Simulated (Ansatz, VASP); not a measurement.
## GaN: VASP beside Ansatz

```
Ga N
1.0
     0.00000    2.23838    2.23838
     2.23838    0.00000    2.23838
     2.23838    2.23838    0.00000
Ga N
1 1
Direct
  0.00000 0.00000 0.00000
  0.25000 0.25000 0.25000
```

Alike in both runs: task single point; functional r2SCAN; dispersion rVV10; k mesh 10 × 10 × 10; occupations fermi-dirac, width 0.05 eV; no spin polarisation.

|  | VASP | Ansatz |
| --- | --- | --- |
| version | VASP 6.6.1 | Ansatz 0.2.0 |
| potentials or method | VASP PAW PBE potentials, release 64 (Ga_d, N) | Ansatz PAW |
| plane-wave cutoff (eV) | 520 | 500 |
| valence electrons in the cell | 18 | 18 |

```csv
,VASP,Ansatz,Ansatz less VASP
gap on the k mesh at the Fermi level (eV),2.22,2.23,+0.008
least direct gap on the mesh (eV),2.22,2.23,+0.008
pressure (GPa),2.7,1.6,-1.05
```

VASP's potentials were made for PBE, not for r2SCAN.
